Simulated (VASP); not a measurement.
Input of a VASP 6.6.1 run:

The input INCAR:

```
SYSTEM = Cd3Se2S
ALGO     = Normal         ! electronic algorithm
EDIFF    = 1E-7           ! SCF threshold, eV
ENCUT    = 520            ! plane-wave cutoff, eV
GGA      = PE             ! functional
ISIF     = 2              ! what is computed and relaxed
ISMEAR   = 0              ! smearing method
LASPH    = .True.         ! aspherical terms in the spheres
LCHARG   = .True.         ! write CHGCAR
LELF     = .True.         ! ELF
LREAL    = .False.        ! projectors in reciprocal space
LVHAR    = .True.       
LWAVE    = .False.        ! write WAVECAR
NBANDS   = 66             ! bands
NELM     = 80             ! most SCF steps
PREC     = Accurate       ! precision mode
SIGMA    = 0.1            ! smearing width, eV
```

The input KPOINTS:

```
k-points
0
Gamma
  6 6 1
  0 0 0
```

File POSCAR:

```
Cd3Se2S
1.0
    4.3155832096      0.0000000000      0.0000000000
   -2.1577916048      3.7374046917      0.0000000000
    0.0000000000      0.0000000000     21.1722014000
Cd Se S
6 4 2
Direct
    0.3333333333      0.6666666667      0.0001450000
    0.3333333333      0.6666666667      0.5001450000
    0.6666666667      0.3333333333      0.3289195000
    0.6666666667      0.3333333333      0.8289195000
    0.0000000000      0.0000000000      0.1712090000
    0.0000000000      0.0000000000      0.6712090000
    0.6666666667      0.3333333333      0.4556630000
    0.6666666667      0.3333333333      0.9556630000
    0.3333333333      0.6666666667      0.1265910000
    0.3333333333      0.6666666667      0.6265910000
    0.0000000000      0.0000000000      0.2924730000
    0.0000000000      0.0000000000      0.7924730000
```

Potentials or basis: VASP PAW PBE potentials, release 64 (Cd, Se, S).

The run is started by

```bash
$ cat potpaw_PBE.64/Cd/POTCAR potpaw_PBE.64/Se/POTCAR potpaw_PBE.64/S/POTCAR > POTCAR
$ mpirun -np 1 vasp_std > vasp.out
```

(1) Estimate the band gap on the k mesh.

(2) Predict the largest force.

(3) What does it give for the pressure?

Answers

(1) 0.56 eV.

(2) 0.005 eV/Å.

(3) 0.3 GPa.

Caveat: semilocal functionals underestimate gaps, and a narrow one can read as zero.
